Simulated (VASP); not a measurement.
A run of VASP 6.6.1 is set up as follows.

File INCAR:

```
SYSTEM = AgCl
ALGO = Normal
EDIFF = 1E-6
ENCUT = 520
GGA = PS
ISIF = 2
ISMEAR = 0
LASPH = .TRUE.
LCHARG = .FALSE.
LREAL = .FALSE.
LWAVE = .FALSE.
NBANDS = 16
NELM = 60
PREC = Accurate
SIGMA = 0.05
```

The input KPOINTS:

```
k-points
0
G
  12 12 12
  0 0 0
```

Contents of POSCAR:

```
AgCl
1.0
    3.2732380321      0.0886380333      0.0886380333
    0.0886380333      3.2732380321      0.0886380333
    0.0886380333      0.0886380333      3.2732380321
Ag Cl
1 1
Direct
    0.0000000000      0.0000000000      0.0000000000
    0.5000000000      0.5000000000      0.5000000000
```

Potentials or basis: VASP PAW PBE potentials, release 64 (Ag, Cl).

Command:

```sh
$ cat potpaw_PBE.64/Ag/POTCAR potpaw_PBE.64/Cl/POTCAR > POTCAR
$ mpirun -np 1 vasp_std > vasp.out
```

Problem. Estimate the pressure.

Solution. 4.2 GPa.

Problem. Estimate the band gap on the k mesh.

Solution. 0.35 eV, indirect (least direct gap 2.33 eV).

Stress tensor (GPa, compression positive):
```
4.22 0.51 0.51
0.51 4.22 0.51
0.51 0.51 4.22
```

Caveat: the PAW data sets were made with another functional, which shifts forces and pressure a little. A k mesh can miss the band edges.
